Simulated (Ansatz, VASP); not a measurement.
Te2Mo: VASP beside Ansatz

```
CELL_PARAMETERS angstrom
3.50041 0.00000 0.00000
-1.75020 3.03144 0.00000
0.00000 0.00000 46.97203
ATOMIC_POSITIONS crystal
Te 0.33333 0.66667 0.38839
Te 0.33333 0.66667 0.46577
Te 0.66667 0.33333 0.53423
Te 0.66667 0.33333 0.61161
Mo 0.66667 0.33333 0.42706
Mo 0.33333 0.66667 0.57294
```

Alike in both runs: functional PBE; dispersion D3(BJ); k mesh 9 × 9 × 1; no spin polarisation.

Ansatz relaxed the structure, and its values are those at the end. VASP's run is a single point on that final structure, the one shown.

```csv
,VASP,Ansatz
version,VASP 6.6.1,Ansatz 0.2.0
potentials or method,"VASP PAW PBE potentials, release 64 (Te, Mo_sv), cutoff 520 eV","scalar-relativistic, plane waves, PAW"
occupations,"gaussian, width 0.01 eV",fixed
valence electrons in the cell,52,92
```

|  | VASP | Ansatz | Ansatz less VASP |
| --- | --- | --- | --- |
| gap on the k mesh at the Fermi level (eV) | 0.90 | 0.91 | +0.006 |
| least direct gap on the mesh (eV) | 1.14 | 1.14 | +0.001 |
| rms of the force components (eV/Å) | 0.006 | 0.000 | -0.0063 |

VASP's potentials hold 52 valence electrons a cell and Ansatz's 92, so a difference there can come from the potentials and not from the codes. Ansatz's warnings: relaxed geometry near dispersion switch, xc potential rough in thin density.

Spin-orbit coupling is off throughout.
